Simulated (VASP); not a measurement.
Here is a VASP 6.6.1 calculation.

File INCAR:

```
ALGO = Normal
EDIFF = 1E-7
ENCUT = 520
ISIF = 2
ISMEAR = 0
LASPH = True
LCHARG = False
LREAL = False
LWAVE = False
NBANDS = 21
NELM = 80
PREC = Accurate
SIGMA = 0.05
```

KPOINTS

```
k-points
0
Gamma
  8 8 6
```

File POSCAR:

```
AlInSb2
1.0
    4.4375919547      0.0000000000      0.0000000000
    0.0000000000      4.4375919547      0.0000000000
    0.0000000000      0.0000000000      6.2673789797
Al In Sb
1 1 2
Direct
    0.0000000000      0.0000000000      0.0000000000
    0.5000000000      0.5000000000      0.5000000000
    0.0000000000      0.5000000000      0.2339661693
    0.5000000000      0.0000000000      0.7660338307
```

Potentials or basis: VASP PAW LDA potentials, release 64 (Al, In_d, Sb).

Command:

```console
$ cat potpaw_LDA.64/Al/POTCAR potpaw_LDA.64/In_d/POTCAR potpaw_LDA.64/Sb/POTCAR > POTCAR
$ mpirun -np 1 vasp_std > vasp.out
```

Problem. What does it give for the band gap on the k mesh?

Solution. 0.59 eV.

Problem. Predict the pressure.

Solution. 0.2 GPa.

Problem. What does it give for the largest force?

Solution. 0.020 eV/Å.

Forces in eV/Å, atoms in the order of the input:
```
Al   0.000  0.000  0.000
In   0.000  0.000  0.000
Sb   0.000  0.000  0.020
Sb   0.000  0.000 -0.020
```

Caveat: semilocal functionals underestimate gaps, and a narrow one can read as zero; spin-orbit coupling is left out, which moves the levels of the heavy elements. A k mesh can miss the band edges.
